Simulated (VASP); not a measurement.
A run of VASP 6.6.1 is set up as follows.

The input INCAR:

```
SYSTEM = SnTe
PREC = Accurate ; ENCUT = 520
EDIFF = 1E-6 ; ISMEAR = -1
SIGMA = 0.1 ; LREAL = .False.
LASPH = .True. ; NELM = 60
ALGO = Normal ; ISIF = 2
LWAVE = .False. ; LCHARG = .False.
GGA = PE ; NBANDS = 17
```

The input KPOINTS:

```
Automatic mesh
0
Gamma
  8 8 8
  0 0 0
```

Contents of POSCAR:

```
SnTe
1.0
    0.0000000000      3.2050000000      3.2050000000
    3.2050000000      0.0000000000      3.2050000000
    3.2050000000      3.2050000000      0.0000000000
Sn Te
1 1
Direct
   -0.0031201248      0.0031201248      0.0031201248
    0.5000000000      0.5000000000      0.5000000000
```

Potentials or basis: VASP PAW PBE potentials, release 64 (Sn_d, Te).

The run is started by

```sh
$ cat potpaw_PBE.64/Sn_d/POTCAR potpaw_PBE.64/Te/POTCAR > POTCAR
$ mpirun -np 1 vasp_std > vasp.out
```

**Question.** Estimate the band gap on the k mesh.

**Answer.** 0.07 eV, direct.

**Question.** What does it give for the largest force?

**Answer.** 0.005 eV/Å.

Forces on the atoms (eV/Å):
```
Sn   0.005  0.000  0.000
Te  -0.005  0.000  0.000
```

Caveat: spin-orbit coupling is left out, which moves the levels of the heavy elements. A k mesh can miss the band edges.
